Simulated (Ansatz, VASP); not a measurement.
**One calculation of WS2, two programs**

File POSCAR:

```
WS2
1.0
    3.1829541699      0.0000000000      0.0000000000
   -1.5914770850      2.7565191702      0.0000000000
    0.0000000000      0.0000000000     28.5322178600
W S
3 6
Direct
    0.6666666700      0.3333333300      0.6592864300
    0.3333333300      0.6666666700      0.8855337800
    0.3333333300      0.6666666700      0.4343616800
    0.6666666700      0.3333333300      0.9401857300
    0.6666666700      0.3333333300      0.4890304200
    0.3333333300      0.6666666700      0.7139522100
    0.6666666700      0.3333333300      0.8308482800
    0.6666666700      0.3333333300      0.3797102500
    0.3333333300      0.6666666700      0.6046252100
```

File INCAR.step1:

```
SYSTEM = WS2
PREC = Accurate ; ENCUT = 520
ISMEAR = 0 ; SIGMA = 0.1
LREAL = .False. ; LASPH = .True.
NELM = 60 ; NBANDS = 49
GGA = PE ; ALGO = Normal
EDIFF = 1E-4 ; LWAVE = .True.
LCHARG = .False.
```

The input INCAR.step2:

```
SYSTEM = WS2
PREC = Accurate ; ENCUT = 520
EDIFF = 1E-7 ; ISMEAR = 0
SIGMA = 0.1 ; LREAL = .False.
LASPH = .True. ; NELM = 60
ALGO = Normal ; ISIF = 2
LWAVE = .False. ; LCHARG = .True.
METAGGA = R2SCAN ; LMIXTAU = .True.
LELF = .True. ; LVHAR = .True.
NBANDS = 49 ; ISTART = 1
```

Contents of KPOINTS:

```
regular mesh
0
Gamma
  6 6 1
  0 0 0
```

Input for Ansatz:

```yaml
crystal:
  lattice:
    - [3.1829541699, 0.0, 0.0]
    - [-1.591477085, 2.7565191702, 0.0]
    - [0.0, 0.0, 28.53221786]
  atoms:
    - { symbol: W, position: [0.66666667, 0.33333333, 0.65928643] }
    - { symbol: W, position: [0.33333333, 0.66666667, 0.88553378] }
    - { symbol: W, position: [0.33333333, 0.66666667, 0.43436168] }
    - { symbol: S, position: [0.66666667, 0.33333333, 0.94018573] }
    - { symbol: S, position: [0.66666667, 0.33333333, 0.48903042] }
    - { symbol: S, position: [0.33333333, 0.66666667, 0.71395221] }
    - { symbol: S, position: [0.66666667, 0.33333333, 0.83084828] }
    - { symbol: S, position: [0.66666667, 0.33333333, 0.37971025] }
    - { symbol: S, position: [0.33333333, 0.66666667, 0.60462521] }
basis:
  ecutwfc: 500
kpoints:
  mp_grid: { grid: [6, 6, 1] }
hamiltonian:
  xc: r2scan
scf:
  occupations: { method: gaussian, width: 0.1 }
output:
  forces: true
  stress: true
  eigenvalues: true
```

Alike in both runs: task single point; functional r2SCAN; k mesh 6 × 6 × 1; occupations gaussian, width 0.1 eV; no spin polarisation.

|  | VASP | Ansatz |
| --- | --- | --- |
| version | VASP 6.6.1 | Ansatz 0.2.0 |
| potentials or method | VASP PAW PBE potentials, release 64 (W_sv, S), cutoff 520 eV | scalar-relativistic, plane waves, PAW |
| valence electrons in the cell | 78 | 78 |

Ansatz gave:

- gap on the k mesh at the Fermi level (eV): 1.43
- least direct gap on the mesh (eV): 1.88
- rms of the force components (eV/Å): 0.011

Question: Which values does VASP return?

Answer: gap on the k mesh at the Fermi level (eV): 1.45; least direct gap on the mesh (eV): 1.88; rms of the force components (eV/Å): 0.004.

VASP's potentials were made for PBE, not for r2SCAN. Atom by atom the forces differ by 0.010 eV/Å (rms over components).

Spin-orbit coupling is off throughout.
